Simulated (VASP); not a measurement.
Here is a VASP 6.6.1 calculation.

File INCAR:

```
SYSTEM = AlNi
PREC = Accurate ; ENCUT = 520
EDIFF = 1E-7 ; ISMEAR = 0
SIGMA = 0.15 ; LREAL = .FALSE.
LASPH = .TRUE. ; NELM = 100
ALGO = Fast ; ISIF = 2
LWAVE = .FALSE. ; LCHARG = .FALSE.
GGA = PE ; NBANDS = 14
```

The input KPOINTS:

```
Automatic mesh
0
G
  12 12 12
  0 0 0
```

Contents of POSCAR:

```
AlNi
1.0
    2.8930835342      0.0000000000      0.0000000000
    0.0000000000      2.8930835342      0.0000000000
    0.0000000000      0.0000000000      2.8930835342
Al Ni
1 1
Direct
    0.0015505140      0.0065010871      0.0101533062
    0.4984494860      0.4934989129      0.4898466938
```

Potentials or basis: VASP PAW PBE potentials, release 64 (Al, Ni).

Run with:

```bash
$ cat potpaw_PBE.64/Al/POTCAR potpaw_PBE.64/Ni/POTCAR > POTCAR
$ mpirun -np 1 vasp_std > vasp.out
```

**Question.** Predict the largest force.

**Answer.** 0.403 eV/Å.

**Question.** What does it give for the pressure?

**Answer.** 0.4 GPa.

**Question.** What does it give for the band gap on the k mesh?

**Answer.** Zero (an odd number of electrons rules out a gap without spin polarisation).

Forces on the atoms (eV/Å):
```
Al  -0.052 -0.216 -0.336
Ni   0.052  0.216  0.336
```

Caveat: the cell differs from its parent crystal (atoms moved at random). Spin polarisation is off, so any magnetic state and its effect on volume and gap are missing.
